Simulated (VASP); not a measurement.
# VWC2 (R-3m) in VASP: a series of runs

Aim: see how the results for VWC2 move with the level of theory and the settings. Levels: PBE, PBEsol. Tasks: single point.

Everything below comes from runs of VASP 6.6.1. Logs are shortened: lines on timing, memory, paths and dates and some standing lists are left out, and cuts for length are marked.

**1. The cell of the first run**

Symmetry: R-3m, No. 166, trigonal system. Conventional cell: a = 3.094 Å, b = 3.094 Å, c = 15.092 Å, α = 90.00°, β = 90.00°, γ = 120.00°. Within 2.9 Å of W (site symmetry -3m) lie 6 C at 2.22 Å. V (site symmetry -3m) has 6 C at 2.15 Å within 2.9 Å. Within 3.2 Å of C (site symmetry 3m) lie 3 V at 2.15 Å and 3 W at 2.22 Å and 12 C at 3.00 to 3.17 Å.

**2. Single point, PBE, collinear spin, ferromagnetic start**

Input file INCAR:

```
ALGO = Normal
EDIFF = 1E-7
ENCUT = 520
GGA = PE
ISIF = 2
ISMEAR = -1
ISPIN = 2
LASPH = T
LCHARG = F
LMAXMIX = 4
LORBIT = 11
LREAL = F
LWAVE = F
MAGMOM = 0 2 0 0
NBANDS = 30
NELM = 150
PREC = Accurate
SIGMA = 0.05
```

Input file KPOINTS:

```
k-points
0
Gamma
  10 10 10
```

Input file POSCAR:

```
VWC2
1.0
    1.5467945743      0.8930422639      5.0306607640
   -1.5467945743      0.8930422639      5.0306607640
    0.0000000000     -1.7860845277      5.0306607640
W V C
1 1 2
Direct
    0.0000000000      0.0000000000      0.0000000000
    0.5000000000      0.5000000000      0.5000000000
    0.2464940000      0.2464940000      0.2464940000
    0.7535060000      0.7535060000      0.7535060000
```

Potentials or basis: VASP PAW PBE potentials, release 64 (W_sv, V_sv, C).

Started as:

```
> cat potpaw_PBE.64/W_sv/POTCAR potpaw_PBE.64/V_sv/POTCAR potpaw_PBE.64/C/POTCAR > POTCAR
> mpirun -np 1 vasp_std > vasp.out
```

OUTCAR:

```text
EDIFF = 1E-7
   ENCUT = 520
   GGA = PE
   ISIF = 2
   ISMEAR = -1
   ISPIN = 2
   LASPH = T
   LORBIT = 11
   LREAL = F
   NELM = 150
   PREC = Accurate

 ion  position               nearest neighbor table
   1  0.000  0.000  0.000-   4 2.22   4 2.22   3 2.22   3 2.22   4 2.22   3 2.22   2 3.08   2 3.08
                             2 3.08   2 3.08   2 3.08   2 3.08
   2  0.500  0.500  0.500-   3 2.15   3 2.15   4 2.15   4 2.15   3 2.15   4 2.15   1 3.08   1 3.08
                             1 3.08   1 3.08   1 3.08   1 3.08
   3  0.246  0.246  0.246-   2 2.15   2 2.15   2 2.15   1 2.22   1 2.22   1 2.22
   4  0.754  0.754  0.754-   2 2.15   2 2.15   2 2.15   1 2.22   1 2.22   1 2.22

  LATTYP: Found a trigonal (rhomboedric) cell.
 ALAT       =     5.3383186176
 COS(alpha) =     0.8320862373

  Lattice vectors:

 A1 = (   1.5467945743,   0.8930422639,   5.0306607640)
 A2 = (  -1.5467945743,   0.8930422639,   5.0306607640)
 A3 = (   0.0000000000,  -1.7860845277,   5.0306607640)

Analysis of symmetry for initial positions (statically):
=====================================================================
 Subroutine PRICEL returns:
 Original cell was already a primitive cell.

 Routine SETGRP: Setting up the symmetry group for a
 trigonal (rhombohedral) supercell.

 Subroutine GETGRP returns: Found 12 space group operations
 (whereof 12 operations were pure point group operations)
 out of a pool of 12 trial point group operations.

The static configuration has the point symmetry D_3d.

Analysis of symmetry for dynamics (positions and initial velocities):
=====================================================================
 Subroutine PRICEL returns:
 Original cell was already a primitive cell.

 Routine SETGRP: Setting up the symmetry group for a
 trigonal (rhombohedral) supercell.

 Subroutine GETGRP returns: Found 12 space group operations
 (whereof 12 operations were pure point group operations)
 out of a pool of 12 trial point group operations.

The dynamic configuration has the point symmetry D_3d.

Analysis of structural, dynamic, and magnetic symmetry:
=====================================================================
 Subroutine PRICEL returns:
 Original cell was already a primitive cell.

 Routine SETGRP: Setting up the symmetry group for a
 trigonal (rhombohedral) supercell.

 Subroutine GETGRP returns: Found 12 space group operations
 (whereof 12 operations were pure point group operations)
 out of a pool of 12 trial point group operations.

The overall configuration has the point symmetry D_3d.

 Subroutine INISYM returns: Found 12 space group operations
 (whereof 12 operations are pure point group operations),
 and found     1 'primitive' translations

----------------------------------------------------------------------------------------

                                     Primitive cell

  volume of cell :      41.6947

  direct lattice vectors                    reciprocal lattice vectors
     1.546794574  0.893042264  5.030660764     0.323249130  0.186627972  0.066260348
    -1.546794574  0.893042264  5.030660764    -0.323249130  0.186627972  0.066260348
     0.000000000 -1.786084528  5.030660764     0.000000000 -0.373255944  0.066260348

  length of vectors
     5.338318618  5.338318618  5.338318618     0.379091590  0.379091590  0.379091590

  position of ions in fractional coordinates (direct lattice)
     0.000000000  0.000000000  0.000000000
     0.500000000  0.500000000  0.500000000
     0.246494000  0.246494000  0.246494000
     0.753506000  0.753506000  0.753506000

  ion indices of the primitive-cell ions
   primitive index   ion index
                 1           1
                 2           2
                 3           3
                 4           4

----------------------------------------------------------------------------------------

 KPOINTS: k-points

Automatic generation of k-mesh.
 Grid dimensions read from file:
 generate k-points for:   10   10   10

 Generating k-lattice:

  Cartesian coordinates                     Fractional coordinates (reciprocal lattice)
     0.032324913  0.018662797  0.006626035     0.100000000 -0.000000000 -0.000000000
    -0.032324913  0.018662797  0.006626035    -0.000000000  0.100000000 -0.000000000
     0.000000000 -0.037325594  0.006626035     0.000000000  0.000000000  0.100000000

  Length of vectors
     0.037909159  0.037909159  0.037909159

  Shift w.r.t. Gamma in fractional coordinates (k-lattice)
     0.000000000  0.000000000  0.000000000

 Subroutine IBZKPT returns following result:
 ===========================================

 Found    116 irreducible k-points:

 Following reciprocal coordinates:
            Coordinates               Weight
  0.000000  0.000000  0.000000      1.000000
  0.100000  0.000000  0.000000      6.000000
  0.200000  0.000000  0.000000      6.000000
  0.300000  0.000000  0.000000      6.000000
  0.400000  0.000000  0.000000      6.000000
  0.500000  0.000000  0.000000      3.000000
[... 16 lines left out ...]
  0.300000  0.300000  0.000000      6.000000
  0.400000  0.300000  0.000000     12.000000
 [... further k-points ...]
   k-points           NKPTS =    116   k-points in BZ     NKDIM =    116   number of bands    NBANDS=     30
   number of dos      NEDOS =    301   number of ions     NIONS =      4
   total plane-waves  NPLWV =  64000
   dimension x,y,z NGX =    40 NGY =   40 NGZ =   40
   dimension x,y,z NGXF=    80 NGYF=   80 NGZF=   80
   ions per type =               1   1   2
   NGX,Y,Z   is equivalent  to a cutoff of  12.46, 12.46, 12.46 a.u.
   NGXF,Y,Z  is equivalent  to a cutoff of  24.91, 24.91, 24.91 a.u.
 SYSTEM =  unknown system
   PREC   = accura    normal or accurate (medium, high low for compatibility)
   ISTART =      0    job   : 0-new  1-cont  2-samecut
   ICHARG =      2    charge: 1-file 2-atom 10-const
   ISPIN  =      2    spin polarized calculation?
   LNONCOLLINEAR =      F non collinear calculations
   LSORBIT =      F    spin-orbit coupling
   LASPH  =      T    aspherical Exc in radial PAW
   ENCUT  =  520.0 eV  38.22 Ry    6.18 a.u.   9.93  9.93  9.93*2*pi/ulx,y,z
   NELM   =    150;   NELMIN=  2; NELMDL= -5     # of ELM steps
   EDIFF  = 0.1E-06   stopping-criterion for ELM
   LREAL  =      F    real-space projection
   EDIFFG = 0.1E-05   stopping-criterion for IOM
   NSW    =      0    number of steps for IOM
   IBRION =     -1    ionic relax: 0-MD 1-quasi-New 2-CG
   NFREE  =      0    steps in history (QN), initial steepest desc. (CG)
   ISIF   =      2    stress and relaxation
   ISYM   =      2    0-nonsym 1-usesym 2-fastsym
   POTIM  = 0.5000    time-step for ionic-motion
   TEBEG  =    0.0;   TEEND  =   0.0 temperature during run
   PSTRESS=    0.0 pullay stress
   NELECT =      35.0000    total number of electrons
   NUPDOWN=      -1.0000    fix difference up-down
   EMIN   =  10.00;   EMAX   =-10.00  energy-range for DOS
   EFERMI =   0.00;   METHOD = LEGACY
   ISMEAR =    -1;   SIGMA  =   0.05  broadening in eV -4-tet -1-fermi 0-gaus
   EFERMI_NEDOS =   21; number of points for ismear=-14 and -15
   IALGO  =     38    algorithm
   IMIX   =      4    mixing-type and parameters
     AMIX     =   0.40;   BMIX     =  1.00
     AMIX_MAG =   1.60;   BMIX_MAG =  1.00
  volume/ion in A,a.u.               =      10.42        70.34
  Fermi-wavevector in a.u.,A,eV,Ry     =   1.544320  2.918341 32.448850  2.384923
  Thomas-Fermi vector in A             =   2.649857
   LORBIT       =     11    0 simple, 1 ext, 2 COOP (PROOUT), +10 PAW based schemes
   GGA     = PE    functional components
   LHFCALC =     F    Hartree Fock is set to
   AEXX    =    0.0000 exact exchange contribution
   IVDW    =     0    specifies the selected vdW correction
   LEPSILON=     F    determine dielectric tensor
   LRPA    =     F    only Hartree local field effects (RPA)
 spin polarized calculation
  energy-cutoff  :      520.00
  volume of cell :       41.69
 maximum number of plane-waves:      1140
   NGX = 19   NGY = 19   NGZ = 19

 number of electron      34.9999997 magnetization       0.0556974

 number of electron      34.9999996 magnetization      -0.0003626

 Free energy of the ion-electron system (eV)
  ---------------------------------------------------
  ext. energy  EPLUGINS =         0.00000000
  ---------------------------------------------------
  free energy    TOTEN  =       -40.65869408 eV

  energy without entropy =      -40.63613199  energy(sigma->0) =      -40.64741303

 E-fermi :  10.8283     XC(G=0): -13.2323

 val. band max:       10.8204316283   @ k =  -0.3000   0.4000   0.3000
 cond. band min:      10.8474300676   @ k =  -0.3000   0.2000   0.1000
 fundamental gap:      0.0269984393
 Fermi energy:        10.8283393764

 spin component 1

 k-point     1 :       0.0000    0.0000    0.0000
  band No.  band energies     occupation
      1     -64.4000      1.00000
      2     -54.3395      1.00000
      3     -28.6981      1.00000
      4     -28.4196      1.00000
      5     -28.4196      1.00000
      6     -28.1505      1.00000
[... 21 lines left out ...]
     28      18.4982      0.00000
     29      22.5258      0.00000

 k-point     2 :       0.1000    0.0000    0.0000
  band No.  band energies     occupation
      1     -64.3976      1.00000
      2     -54.3374      1.00000
      3     -28.6850      1.00000
      4     -28.4625      1.00000
      5     -28.4295      1.00000
      6     -28.1538      1.00000
[... 21 lines left out ...]
     28      18.9253      0.00000
     29      22.8343      0.00000

 k-point     3 :       0.2000    0.0000    0.0000
  band No.  band energies     occupation
      1     -64.3914      1.00000
      2     -54.3320      1.00000
      3     -28.6496      1.00000
      4     -28.5735      1.00000
      5     -28.4552      1.00000
      6     -28.1636      1.00000
[... 638 lines left out ...]
      5     -28.4901      1.00000
      6     -28.1972      1.00000
[... 21 lines left out ...]
     28      20.9613      0.00000
     29      22.6873      0.00000

 k-point    24 :       0.4000    0.3000    0.0000
  band No.  band energies     occupation
      1     -64.3794      1.00000
      2     -54.3215      1.00000
      3     -28.7765      1.00000
      4     -28.5913      1.00000
      5     -28.5274      1.00000
      6     -28.2092      1.00000
[... 21 lines left out ...]
     28      20.6988      0.00000
     29      23.1873      0.00000

 [... further k-points ...]

 spin component 2

 k-point     1 :       0.0000    0.0000    0.0000
  band No.  band energies     occupation
      1     -64.4000      1.00000
      2     -54.3399      1.00000
      3     -28.6982      1.00000
      4     -28.4196      1.00000
      5     -28.4196      1.00000
      6     -28.1508      1.00000
[... 21 lines left out ...]
     28      18.4982      0.00000
     29      22.5258      0.00000

 k-point     2 :       0.1000    0.0000    0.0000
  band No.  band energies     occupation
      1     -64.3976      1.00000
      2     -54.3378      1.00000
      3     -28.6851      1.00000
      4     -28.4625      1.00000
      5     -28.4295      1.00000
      6     -28.1541      1.00000
[... 21 lines left out ...]
     28      18.9253      0.00000
     29      22.8343      0.00000

 k-point     3 :       0.2000    0.0000    0.0000
  band No.  band energies     occupation
      1     -64.3914      1.00000
      2     -54.3324      1.00000
      3     -28.6496      1.00000
      4     -28.5735      1.00000
      5     -28.4552      1.00000
      6     -28.1639      1.00000
[... 638 lines left out ...]
      5     -28.4902      1.00000
      6     -28.1976      1.00000
[... 21 lines left out ...]
     28      20.9612      0.00000
     29      22.6872      0.00000

 k-point    24 :       0.4000    0.3000    0.0000
  band No.  band energies     occupation
      1     -64.3794      1.00000
      2     -54.3219      1.00000
      3     -28.7766      1.00000
      4     -28.5913      1.00000
      5     -28.5275      1.00000
      6     -28.2096      1.00000
[... 21 lines left out ...]
     28      20.6987      0.00000
     29      23.1873      0.00000

 [... further k-points ...]

 [bands above 29 left out]

------------------------ aborting loop because EDIFF is reached ----------------------------------------

  FORCE on cell =-STRESS in cart. coord.  units (eV):
  Direction    XX          YY          ZZ          XY          YZ          ZX
  --------------------------------------------------------------------------------------
  -------------------------------------------------------------------------------------
  Total       -4.7735660     -4.7735660     -4.7659225      0.0000000     -0.0000000     -0.0000000
  in kB     -183.4309339   -183.4309339   -183.1372218      0.0000000     -0.0000000     -0.0000000
  external PRESSURE =    -183.3330299 kB  Pullay stress =       0.0000000 kB

 VOLUME and BASIS-vectors are now :
 -----------------------------------------------------------------------------
  energy-cutoff  :      520.00
  volume of cell :       41.69
      direct lattice vectors                 reciprocal lattice vectors
     1.546794574  0.893042264  5.030660764     0.323249130  0.186627972  0.066260348
    -1.546794574  0.893042264  5.030660764    -0.323249130  0.186627972  0.066260348
     0.000000000 -1.786084528  5.030660764     0.000000000 -0.373255944  0.066260348

 POSITION                                       TOTAL-FORCE (eV/Angst)
 -----------------------------------------------------------------------------------
      0.00000      0.00000      0.00000         0.000000      0.000000      0.000000
      0.00000      0.00000      7.54599        -0.000000      0.000000      0.000000
      0.00000      0.00000      3.72008         0.000000      0.000000      0.325104
      0.00000      0.00000     11.37190         0.000000     -0.000000     -0.325104
 -----------------------------------------------------------------------------------
    total drift:                               -0.000000     -0.000000      0.000000

  FREE ENERGIE OF THE ION-ELECTRON SYSTEM (eV)
  ---------------------------------------------------
  free  energy   TOTEN  =       -40.6586940779 eV

  energy  without entropy=      -40.6361319864  energy(sigma->0) =      -40.64741303

 total charge

# of ion       s       p       d       tot
------------------------------------------
    1        2.310   6.351   3.309  11.969
    2        2.227   6.255   3.064  11.546
    3        0.869   1.511   0.000   2.380
    4        0.869   1.511   0.000   2.380
--------------------------------------------------
tot          6.276  15.627   6.372  28.275

 magnetization (x)

# of ion       s       p       d       tot
------------------------------------------
    1        0.000   0.000  -0.000  -0.000
    2       -0.000  -0.000  -0.000  -0.000
    3        0.000   0.000   0.000   0.000
    4        0.000   0.000   0.000   0.000
--------------------------------------------------
tot          0.000   0.000  -0.000  -0.000
```

Run time: 6.8 min. Hardware: 1 thread of Intel Xeon 6975P-C (Granite Rapids), shared host; peak memory 0.45 GiB.

What came out:

* Free energy: -40.6587 eV
* Pressure: -18.3 GPa
* Largest force: 0.325 eV/Å
* Net moment: 0.00 μB per cell
* Valence electrons inside the program's atomic spheres: W 11.97; V 11.55; C 2.38

Forces on the atoms (eV/Å):
```
W    0.000  0.000  0.000
V    0.000  0.000  0.000
C    0.000  0.000  0.325
C    0.000  0.000 -0.325
```

Caveat: the cell stands under tension; the moments typed at the start vanished in this run; spin-orbit coupling is left out, which moves the levels of the heavy elements.

**3. Single point, PBEsol, collinear spin, ferromagnetic start**

This run uses another cell than the first one, of 9.83 Å³/atom.

Input file INCAR:

```
SYSTEM = VWC2
  PREC = Accurate
  ENCUT = 520
  EDIFF = 1E-6
  ISMEAR = -1
  SIGMA = 0.05
  LREAL = .False.
  LASPH = .True.
  NELM = 150
  ALGO = Normal
  ISIF = 2
  LWAVE = .False.
  LCHARG = .False.
  ISPIN = 2
  MAGMOM = 0 2 0 0
  LORBIT = 11
  NUPDOWN = 2.0
  LMAXMIX = 4
  GGA = PS
  NBANDS = 30
```

Input file KPOINTS:

```
Automatic mesh
0
Gamma
  9 9 9
  0 0 0
```

Input file POSCAR:

```
VWC2
1.0
    1.5170411163      0.8758640969      4.9338931930
   -1.5170411163      0.8758640969      4.9338931930
    0.0000000000     -1.7517281937      4.9338931930
W V C
1 1 2
Direct
    0.0000000000      0.0000000000      0.0000000000
    0.5000000000      0.5000000000      0.5000000000
    0.2464940000      0.2464940000      0.2464940000
    0.7535060000      0.7535060000      0.7535060000
```

Potentials or basis: VASP PAW PBE potentials, release 64 (W_sv, V_sv, C).

Started as:

```
> cat potpaw_PBE.64/W_sv/POTCAR potpaw_PBE.64/V_sv/POTCAR potpaw_PBE.64/C/POTCAR > POTCAR
> mpirun -np 1 vasp_std > vasp.out
```

Run time: 4.7 min. Hardware: 1 thread of Intel Xeon 6975P-C (Granite Rapids), shared host; peak memory 0.4 GiB.

Results (log left out):

| Property | Result |
| --- | --- |
| Free energy | -42.8927 eV |
| Pressure | -3.6 GPa |
| Largest force | 0.425 eV/Å |
| Net moment | 2.00 μB per cell |
| Site moments | W +0.48; V +1.20; C +0.03 μB |
| Valence electrons inside the program's atomic spheres | W 12.13; V 11.71; C 2.41 |

Forces on the atoms (eV/Å):
```
W    0.000  0.000  0.000
V    0.000  0.000  0.000
C    0.000  0.000  0.425
C    0.000  0.000 -0.425
```

Stress tensor (GPa, compression positive):
```
-3.69  0.00  0.00
 0.00 -3.69  0.00
 0.00  0.00 -3.38
```

Caveat: the cell stands under tension; the PAW data sets were made with another functional, which shifts forces and pressure a little; spin-orbit coupling is left out, which moves the levels of the heavy elements; the total moment is fixed, so each spin has its own Fermi level and the state may be an excited one.

(Part 1 of 2 ends here.)
